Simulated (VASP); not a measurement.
A run of VASP 6.6.1:

POSCAR

```
KF
1.0
    0.0000000000      2.9354014290      2.9354014290
    2.9354014290      0.0000000000      2.9354014290
    2.9354014290      2.9354014290      0.0000000000
K F
1 1
Direct
    0.0000000000      0.0000000000      0.0000000000
    0.2500000000      0.2500000000      0.2500000000
```

File INCAR.step1:

```
  PREC = Accurate
  ENCUT = 520
  EDIFF = 1E-5
  ISMEAR = 0
  SIGMA = 0.01
  LREAL = False
  LASPH = True
  NELM = 60
  ALGO = Normal
  ISIF = 2
  LWAVE = True
  GGA = PE
  NBANDS = 15
```

File INCAR.step2:

```
  PREC = Accurate
  ENCUT = 520
  EDIFF = 1E-6
  ISMEAR = 0
  SIGMA = 0.01
  LREAL = False
  LASPH = True
  NELM = 60
  ALGO = Normal
  ISIF = 2
  LWAVE = False
  LCHARG = True
  GGA = PE
  LHFCALC = True
  AEXX = 0.1
  HFSCREEN = 0.5
  PRECFOCK = Normal
  LELF = True
  LVHAR = True
  ISTART = 1
  NBANDS = 15
```

The input KPOINTS:

```
Automatic mesh
0
Gamma
  4 4 4
```

Potentials or basis: VASP PAW PBE potentials, release 64 (K_sv, F).

Run with:

```console
$ cat potpaw_PBE.64/K_sv/POTCAR potpaw_PBE.64/F/POTCAR > POTCAR
$ cp INCAR.step1 INCAR
$ mpirun -np 1 vasp_std > vasp.out
$ cp INCAR.step2 INCAR
$ mpirun -np 1 vasp_std > vasp.out
```

Hardware: 1 thread of Oxide Virtual Turin-like Processor, on a shared host.

Estimate the wall time of this run.

Run time: 4.1 min on 1 thread of Oxide Virtual Turin-like Processor, on a shared host, peak memory 0.25 GiB. Counts: k points 8.
